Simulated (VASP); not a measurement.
Crystal: PbS.

```
Pb S
1.0
     3.65366    0.00000    0.00000
     0.00000    3.65366    0.00000
     0.00000    0.00000    3.65366
Pb S
1 1
Direct
  0.00000 0.00000 0.00000
  0.50000 0.50000 0.50000
```

Base run:

```yaml
Program: VASP 6.6.1
Functional: PBE
Potentials_or_basis: VASP PAW PBE potentials, release 64 (Pb_d, S)
Cutoff: 520 eV
k_mesh: 10 × 10 × 10
Occupations: fermi-dirac, width 0.05 eV
Spin: no spin polarisation
```

Its results: band gap on the k mesh zero (bands 10 and 11 overlap by 0.41 eV); pressure -0.1 GPa.

The run is repeated on the same cell with these changes: functional from PBE to B3LYP; k mesh from 10 × 10 × 10 to 4 × 4 × 4. What comes out?

Band gap on the k mesh zero (bands 10 and 11 overlap by 0.51 eV); pressure 1.4 GPa.

Several settings changed at once.

Caveats: some runs use coarse meshes; spin-orbit coupling is left out, which moves the levels of the heavy elements; semilocal functionals underestimate gaps, so a narrow gap can read as zero (at least some runs); the PAW data sets were made with another functional, which shifts forces and pressure a little (at least some runs).
